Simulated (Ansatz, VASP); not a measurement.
## Two plane-wave programs on LiSi2N2

The input INCAR:

```
  PREC = Accurate
  ENCUT = 750
  EDIFF = 1E-7
  ISMEAR = 0
  SIGMA = 0.1
  LREAL = F
  LASPH = T
  NELM = 120
  ALGO = Normal
  ISIF = 3
  LWAVE = F
  LCHARG = F
  GGA = PE
  IBRION = 2
  NSW = 90
  EDIFFG = -0.04
  GGA_COMPAT = F
  NELMIN = 4
```

File KPOINTS:

```
Automatic mesh
0
Gamma
  4 4 6
```

The input POSCAR:

```
LiSi2N2
1.0
    2.6212180367     -3.6333233114      0.0000000000
    2.6212180367      3.6333233114      0.0000000000
    0.0000000000      0.0000000000      2.6439460571
Li Si N
1 2 2
Direct
    0.5000000000      0.5000000000      0.0000000000
    0.1658081321      0.8341918679      0.0000000000
    0.8341918679      0.1658081321      0.0000000000
    0.0000000000      0.5000000000      0.5000000000
    0.5000000000      0.0000000000      0.5000000000
```

Input for Ansatz:

```yaml
crystal:
  lattice:
    - [2.6212180367, -3.6333233114, 0.0]
    - [2.6212180367, 3.6333233114, 0.0]
    - [0.0, 0.0, 2.6439460571]
  atoms:
    - { symbol: Li, position: [0.5, 0.5, 0.0] }
    - { symbol: Si, position: [0.1658081321, 0.8341918679, 0.0] }
    - { symbol: Si, position: [0.8341918679, 0.1658081321, 0.0] }
    - { symbol: "N", position: [0.0, 0.5, 0.5] }
    - { symbol: "N", position: [0.5, 0.0, 0.5] }
basis:
  ecutwfc: 420
kpoints:
  mp_grid: { grid: [4, 4, 6] }
hamiltonian:
  xc: pbe
scf:
  occupations: { method: gaussian, width: 0.1 }
  lower_state_search: "off"
output:
  forces: true
  stress: true
  eigenvalues: true
relax:
  adjacent_minimum: "off"
  f_tol: 0.04
  max_steps: 70
  cell: { stress_tol: 0.4 }
```

Alike in both runs: task relaxation of cell and atoms; functional PBE; k mesh 4 × 4 × 6; occupations gaussian, width 0.1 eV; no spin polarisation.

```csv
,VASP,Ansatz
version,VASP 6.6.1,Ansatz 0.2.0
potentials or method,"VASP PAW PBE potentials, release 64 (Li_sv, Si, N), cutoff 750 eV","scalar-relativistic, plane waves, PAW"
valence electrons in the cell,21,21
```

Ansatz gave:

```
gap on the k mesh at the Fermi level, each at its own relaxed structure (eV) : none
relaxed volume (Å³/atom)                                                     : 10.14
relaxed cell length with the largest relative difference (Å)                 : 4.475
```

Task: Which values does VASP return?

Result: gap on the k mesh at the Fermi level, each at its own relaxed structure (eV): none; relaxed volume (Å³/atom): 10.13; relaxed cell length with the largest relative difference (Å): 4.471.

A gap of «none» marks a metal or a gap that the smearing closes.

The k mesh is coarse, so the values compare programs but aren't converged.
